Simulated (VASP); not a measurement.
# Mo (Im-3m) in VASP: notebook, part 2 of 2

VASP 6.6.1.

### 3 Single point, r2SCAN

Contents of POSCAR:

```
Mo
1.0
   -1.5764210372      1.5764210372      1.5764210372
    1.5764210372     -1.5764210372      1.5764210372
    1.5764210372      1.5764210372     -1.5764210372
Mo
1
Direct
    0.0000000000      0.0000000000      0.0000000000
```

Contents of INCAR.step1:

```
PREC = Accurate ; ENCUT = 520
ISMEAR = -1 ; SIGMA = 0.6
LREAL = F ; LASPH = T
NELM = 100 ; NBANDS = 13
GGA = PE ; ALGO = Normal
EDIFF = 1E-4 ; LWAVE = T
LCHARG = F
```

Contents of INCAR.step2:

```
PREC = Accurate ; ENCUT = 520
EDIFF = 1E-6 ; ISMEAR = -1
SIGMA = 0.6 ; LREAL = F
LASPH = T ; NELM = 100
ALGO = Normal ; ISIF = 2
LWAVE = F ; LCHARG = F
METAGGA = R2SCAN ; LMIXTAU = T
NBANDS = 13 ; ISTART = 1
```

Contents of KPOINTS:

```
regular mesh
0
Gamma
  14 14 14
```

Potentials or basis: VASP PAW PBE potentials, release 64 (Mo_sv).

Started as:

```sh
cat potpaw_PBE.64/Mo_sv/POTCAR > POTCAR
cp INCAR.step1 INCAR
mpirun -np 1 vasp_std > vasp.out
cp INCAR.step2 INCAR
mpirun -np 1 vasp_std > vasp.out
```

OUTCAR:

```text
PREC = Accurate
   ENCUT = 520
   EDIFF = 1E-6
   ISMEAR = -1
   LREAL = F
   LASPH = T
   NELM = 100
   ISIF = 2
   METAGGA = R2SCAN
   ISTART = 1

 ion  position               nearest neighbor table
   1  0.000  0.000  0.000-

  LATTYP: Found a body centered cubic cell.
 ALAT       =     3.1528420744

  Lattice vectors:

 A1 = (  -1.5764210372,   1.5764210372,   1.5764210372)
 A2 = (   1.5764210372,  -1.5764210372,   1.5764210372)
 A3 = (   1.5764210372,   1.5764210372,  -1.5764210372)

Analysis of symmetry for initial positions (statically):
=====================================================================
 Subroutine PRICEL returns:
 Original cell was already a primitive cell.

 Routine SETGRP: Setting up the symmetry group for a
 body centered cubic supercell.

 Subroutine GETGRP returns: Found 48 space group operations
 (whereof 48 operations were pure point group operations)
 out of a pool of 48 trial point group operations.

The static configuration has the point symmetry O_h .

Analysis of symmetry for dynamics (positions and initial velocities):
=====================================================================
 Subroutine PRICEL returns:
 Original cell was already a primitive cell.

 Routine SETGRP: Setting up the symmetry group for a
 body centered cubic supercell.

 Subroutine GETGRP returns: Found 48 space group operations
 (whereof 48 operations were pure point group operations)
 out of a pool of 48 trial point group operations.

The dynamic configuration has the point symmetry O_h .

 Subroutine INISYM returns: Found 48 space group operations
 (whereof 48 operations are pure point group operations),
 and found     1 'primitive' translations

----------------------------------------------------------------------------------------

                                     Primitive cell

  volume of cell :      15.6703

[... 111 lines left out ...]
   METAGGA = R2SCAN    functional components
   LHFCALC =     F    Hartree Fock is set to
   AEXX    =    0.0000 exact exchange contribution
   IVDW    =     0    specifies the selected vdW correction
   LEPSILON=     F    determine dielectric tensor
   LRPA    =     F    only Hartree local field effects (RPA)
 non-spin polarized calculation
  energy-cutoff  :      520.00
  volume of cell :       15.67
 maximum number of plane-waves:       432
   NGX = 11   NGY = 11   NGZ = 11

 number of electron      14.0000002 magnetization

 Free energy of the ion-electron system (eV)
  ---------------------------------------------------
  ext. energy  EPLUGINS =         0.00000000
  ---------------------------------------------------
  free energy    TOTEN  =       -26.51530348 eV

  energy without entropy =      -25.50373802  energy(sigma->0) =      -26.00952075

 E-fermi :  12.4364     XC(G=0): -14.6005

 val. band max:       12.4008861461   @ k =  -0.2857   0.2857   0.2857
 cond. band min:      12.4964596809   @ k =   0.3571   0.0714   0.0714
 fundamental gap:      0.0955735349
 Fermi energy:        12.4363615342

 k-point     1 :       0.0000    0.0000    0.0000
  band No.  band energies     occupation
      1     -50.5979      2.00000
      2     -23.0876      2.00000
      3     -23.0876      2.00000
      4     -23.0876      2.00000
      5       4.8694      1.99999
      6      11.1545      1.78880
      7      11.1545      1.78880
      8      11.1545      1.78879
      9      14.4600      0.06631
     10      14.4600      0.06631
     11      27.9997      0.00000
     12      27.9997      0.00000
     13      27.9997      0.00000
[... 354 lines left out ...]
  band No.  band energies     occupation
      1     -50.2715      2.00000
      2     -24.2406      2.00000
      3     -24.0098      2.00000
      4     -23.2742      2.00000
      5       8.4827      1.99725
      6       9.7395      1.97791
      7      10.5182      1.92144
      8      14.6268      0.05063
      9      15.1347      0.02203
     10      22.3032      0.00000
     11      23.3001      0.00000
     12      24.5292      0.00000
     13      30.6157      0.00000

 [... further k-points ...]

------------------------ aborting loop because EDIFF is reached ----------------------------------------

  FORCE on cell =-STRESS in cart. coord.  units (eV):
  Direction    XX          YY          ZZ          XY          YZ          ZX
  --------------------------------------------------------------------------------------
  -------------------------------------------------------------------------------------
  Total        0.5687499      0.5687499      0.5687499     -0.0000000      0.0000000     -0.0000000
  in kB       58.1507423     58.1507423     58.1507423     -0.0000000      0.0000000     -0.0000000
  external PRESSURE =      58.1507423 kB  Pullay stress =       0.0000000 kB

 VOLUME and BASIS-vectors are now :
 -----------------------------------------------------------------------------
  energy-cutoff  :      520.00
  volume of cell :       15.67
      direct lattice vectors                 reciprocal lattice vectors
    -1.576421037  1.576421037  1.576421037     0.000000000  0.317174148  0.317174148
     1.576421037 -1.576421037  1.576421037     0.317174148  0.000000000  0.317174148
     1.576421037  1.576421037 -1.576421037     0.317174148  0.317174148  0.000000000

 POSITION                                       TOTAL-FORCE (eV/Angst)
 -----------------------------------------------------------------------------------
      0.00000      0.00000      0.00000        -0.000000      0.000000     -0.000000
 -----------------------------------------------------------------------------------
    total drift:                                0.000000     -0.000000      0.000000

  FREE ENERGIE OF THE ION-ELECTRON SYSTEM (eV)
  ---------------------------------------------------
  free  energy   TOTEN  =       -26.5153034828 eV

  energy  without entropy=      -25.5037380209  energy(sigma->0) =      -26.00952075
```

OUTCAR.step1:

```text
PREC = Accurate
   ENCUT = 520
   ISMEAR = -1
   LREAL = F
   LASPH = T
   NELM = 100
[... 597 lines left out ...]

 POSITION                                       TOTAL-FORCE (eV/Angst)
 -----------------------------------------------------------------------------------
      0.00000      0.00000      0.00000        -0.000000     -0.000000     -0.000000
 -----------------------------------------------------------------------------------
    total drift:                                0.000000     -0.000000      0.000000

  FREE ENERGIE OF THE ION-ELECTRON SYSTEM (eV)
  ---------------------------------------------------
  free  energy   TOTEN  =       -11.4164905130 eV

  energy  without entropy=      -10.3089248870  energy(sigma->0) =      -10.86270770
```

OSZICAR.step1:

```text
N       E                     dE             d eps       ncg     rms          rms(c)
DAV:   1     0.885485623660E+02    0.88549E+02   -0.80338E+03  2765   0.110E+03
DAV:   2    -0.108644173819E+02   -0.99413E+02   -0.95407E+02  3129   0.307E+02
DAV:   3    -0.120027164033E+02   -0.11383E+01   -0.11348E+01  3054   0.323E+01
DAV:   4    -0.120052826745E+02   -0.25663E-02   -0.25662E-02  3019   0.187E+00
DAV:   5    -0.120052992489E+02   -0.16574E-04   -0.16576E-04  3031   0.134E-01    0.145E+01
DAV:   6    -0.114877703987E+02    0.51753E+00   -0.65753E-01  2779   0.986E+00    0.430E+00
DAV:   7    -0.114195782274E+02    0.68192E-01   -0.12855E-01  2964   0.414E+00    0.693E-01
DAV:   8    -0.114164316062E+02    0.31466E-02   -0.39454E-03  2799   0.804E-01    0.120E-01
DAV:   9    -0.114164905130E+02   -0.58907E-04   -0.82792E-05  1920   0.120E-01
   1 F= -.11416491E+02 E0= -.10862708E+02  d E =-.110757E+01
```

It took 38 s on 1 thread of Intel Xeon Platinum 8559C (Emerald Rapids), shared host; peak memory 0.14 GiB.

Results:

| Property | Result |
| --- | --- |
| Free energy | -26.5153 eV |
| Pressure | 5.8 GPa |
| Band gap on the k mesh | zero (bands 7 and 8 overlap by 5.56 eV) |

Caveat: the cell stands under pressure; so wide a smearing shifts energies and pressures; the PAW data sets were made with another functional, which shifts forces and pressure a little.

### 4 Single point, r2SCAN

POSCAR is that of step 3.

Contents of INCAR.step1:

```
SYSTEM = Mo
ALGO = Normal
EDIFF = 1E-4
ENCUT = 520
GGA = PE
ISMEAR = -1
LASPH = .TRUE.
LCHARG = .FALSE.
LREAL = .FALSE.
LWAVE = .TRUE.
NBANDS = 13
NELM = 60
PREC = Accurate
SIGMA = 1.0
```

Contents of INCAR.step2:

```
SYSTEM = Mo
ALGO = Normal
EDIFF = 1E-6
ENCUT = 520
ISIF = 2
ISMEAR = -1
ISTART = 1
LASPH = .TRUE.
LCHARG = .FALSE.
LMIXTAU = .TRUE.
LREAL = .FALSE.
LWAVE = .FALSE.
METAGGA = R2SCAN
NBANDS = 13
NELM = 60
PREC = Accurate
SIGMA = 1.0
```

Contents of KPOINTS:

```
k-points
0
G
  14 14 14
  0 0 0
```

Potentials or basis: VASP PAW PBE potentials, release 64 (Mo_sv).

Started as:

```sh
cat potpaw_PBE.64/Mo_sv/POTCAR > POTCAR
cp INCAR.step1 INCAR
mpirun -np 1 vasp_std > vasp.out
cp INCAR.step2 INCAR
mpirun -np 1 vasp_std > vasp.out
```

OUTCAR:

```text
SYSTEM = Mo
   EDIFF = 1E-6
   ENCUT = 520
   ISIF = 2
   ISMEAR = -1
   ISTART = 1
   LASPH = .TRUE.
   LREAL = .FALSE.
   METAGGA = R2SCAN
   NELM = 60
   PREC = Accurate

 ion  position               nearest neighbor table
   1  0.000  0.000  0.000-

  LATTYP: Found a body centered cubic cell.
 ALAT       =     3.1528420744

  Lattice vectors:

 A1 = (  -1.5764210372,   1.5764210372,   1.5764210372)
 A2 = (   1.5764210372,  -1.5764210372,   1.5764210372)
 A3 = (   1.5764210372,   1.5764210372,  -1.5764210372)

Analysis of symmetry for initial positions (statically):
=====================================================================
 Subroutine PRICEL returns:
 Original cell was already a primitive cell.

 Routine SETGRP: Setting up the symmetry group for a
 body centered cubic supercell.

 Subroutine GETGRP returns: Found 48 space group operations
 (whereof 48 operations were pure point group operations)
 out of a pool of 48 trial point group operations.

The static configuration has the point symmetry O_h .

[... 165 lines left out ...]
  band No.  band energies     occupation
      1     -50.4048      2.00000
      2     -22.9152      2.00000
      3     -22.9152      2.00000
      4     -22.9152      2.00000
      5       4.8976      1.99900
      6      11.2591      1.54948
      7      11.2591      1.54948
      8      11.2591      1.54947
      9      14.5304      0.23094
     10      14.5304      0.23094
     11      27.9924      0.00000
     12      27.9924      0.00000
     13      27.9924      0.00000
[... 354 lines left out ...]
  band No.  band energies     occupation
      1     -50.0759      2.00000
      2     -24.0776      2.00000
      3     -23.8447      2.00000
      4     -23.1034      2.00000
      5       8.5573      1.96174
      6       9.8004      1.87334
      7      10.5747      1.74421
      8      14.7212      0.19474
      9      15.2332      0.12145
     10      22.3889      0.00010
     11      23.3589      0.00004
     12      24.6008      0.00001
     13      30.6410      0.00000

 [... further k-points ...]

------------------------ aborting loop because EDIFF is reached ----------------------------------------

  FORCE on cell =-STRESS in cart. coord.  units (eV):
  Direction    XX          YY          ZZ          XY          YZ          ZX
  --------------------------------------------------------------------------------------
  -------------------------------------------------------------------------------------
  Total        1.8505431      1.8505431      1.8505431     -0.0000000      0.0000000     -0.0000000
  in kB      189.2052238    189.2052238    189.2052238     -0.0000000      0.0000000     -0.0000000
  external PRESSURE =     189.2052238 kB  Pullay stress =       0.0000000 kB

 VOLUME and BASIS-vectors are now :
 -----------------------------------------------------------------------------
  energy-cutoff  :      520.00
  volume of cell :       15.67
      direct lattice vectors                 reciprocal lattice vectors
    -1.576421037  1.576421037  1.576421037     0.000000000  0.317174148  0.317174148
     1.576421037 -1.576421037  1.576421037     0.317174148  0.000000000  0.317174148
     1.576421037  1.576421037 -1.576421037     0.317174148  0.317174148  0.000000000

 POSITION                                       TOTAL-FORCE (eV/Angst)
 -----------------------------------------------------------------------------------
      0.00000      0.00000      0.00000        -0.000000     -0.000000     -0.000000
 -----------------------------------------------------------------------------------
    total drift:                                0.000000     -0.000000      0.000000

  FREE ENERGIE OF THE ION-ELECTRON SYSTEM (eV)
  ---------------------------------------------------
  free  energy   TOTEN  =       -27.4877317200 eV

  energy  without entropy=      -24.3411720930  energy(sigma->0) =      -25.91445191
```

OUTCAR.step1:

```text
SYSTEM = Mo
   EDIFF = 1E-4
   ENCUT = 520
   GGA = PE
   ISMEAR = -1
   LASPH = .TRUE.
   LREAL = .FALSE.
[... 599 lines left out ...]
 -----------------------------------------------------------------------------------
      0.00000      0.00000      0.00000        -0.000000     -0.000000      0.000000
 -----------------------------------------------------------------------------------
    total drift:                                0.000000     -0.000000      0.000000

  FREE ENERGIE OF THE ION-ELECTRON SYSTEM (eV)
  ---------------------------------------------------
  free  energy   TOTEN  =       -12.4636036151 eV

  energy  without entropy=       -9.1177707297  energy(sigma->0) =      -10.79068717
```

OSZICAR.step1:

```text
N       E                     dE             d eps       ncg     rms          rms(c)
DAV:   1     0.879313209170E+02    0.87931E+02   -0.80338E+03  2765   0.110E+03
DAV:   2    -0.118060512476E+02   -0.99737E+02   -0.95583E+02  3129   0.307E+02
DAV:   3    -0.129438754017E+02   -0.11378E+01   -0.11340E+01  3054   0.323E+01
DAV:   4    -0.129464516616E+02   -0.25763E-02   -0.25762E-02  3019   0.187E+00
DAV:   5    -0.129464682761E+02   -0.16615E-04   -0.16613E-04  3031   0.134E-01    0.144E+01
DAV:   6    -0.125211914541E+02    0.42528E+00   -0.55289E-01  2779   0.890E+00    0.496E+00
DAV:   7    -0.124661367826E+02    0.55055E-01   -0.10926E-01  2964   0.375E+00    0.746E-01
DAV:   8    -0.124635625852E+02    0.25742E-02   -0.43369E-03  2799   0.843E-01    0.552E-02
DAV:   9    -0.124636036151E+02   -0.41030E-04   -0.35877E-05  1682   0.763E-02
   1 F= -.12463604E+02 E0= -.10790687E+02  d E =-.334583E+01
```

Wall time 36 s (1 thread of Intel Xeon Platinum 8559C (Emerald Rapids), shared host); peak memory 0.14 GiB.

What came out:

```
Free energy            : -27.4877 eV
Pressure               : 18.9 GPa
Band gap on the k mesh : zero (bands 7 and 8 overlap by 5.59 eV)
```

Levels at points of the mesh, in eV from the Fermi level:
| k point | band 3 | band 4 | band 5 | band 6 | band 7 | band 8 | band 9 | band 10 | band 11 | band 12 |
| --- | --- | --- | --- | --- | --- | --- | --- | --- | --- | --- |
| (0.00, 0.00, 0.00) | -35.41 | -35.41 | -7.60 | -1.24 | -1.24 | -1.24 | 2.04 | 2.04 | 15.50 | 15.50 |
| (0.50, 0.00, 0.00) | -35.89 | -35.42 | -5.49 | -3.42 | 1.64 | 2.04 | 2.74 | 5.14 | 12.36 | 12.51 |
| (0.50, 0.50, 0.50) | -36.45 | -36.45 | -5.57 | -5.57 | 4.35 | 4.35 | 4.35 | 9.54 | 9.54 | 9.54 |

Caveat: the cell stands under pressure; so wide a smearing shifts energies and pressures; the PAW data sets were made with another functional, which shifts forces and pressure a little.

### 5 The runs side by side

| level | k mesh | smearing | grid for exact exchange (PRECFOCK) | share of exact exchange | gap on the mesh (eV) | pressure (GPa) |
| --- | --- | --- | --- | --- | --- | --- |
| r2SCAN0 | 7 × 7 × 7 | fermi-dirac 0.1 eV | Normal | 0.25 | none | -3.4 |
| r2SCAN | 14 × 14 × 14 | fermi-dirac 0.6 eV | - | - | none | 5.8 |
| r2SCAN | 14 × 14 × 14 | fermi-dirac 1 eV | - | - | none | 18.9 |

Alike in all rows: task single point; potentials or basis VASP PAW PBE potentials, release 64 (Mo_sv); no spin polarisation; cell as given; cutoff (eV) 520.

Caveats: some runs use coarse meshes; the PAW data sets were made with another functional, which shifts forces and pressure a little; the cell stands under pressure (at least some runs); so wide a smearing shifts energies and pressures (at least some runs).

Absolute energies hang on the potentials; compare differences alone.
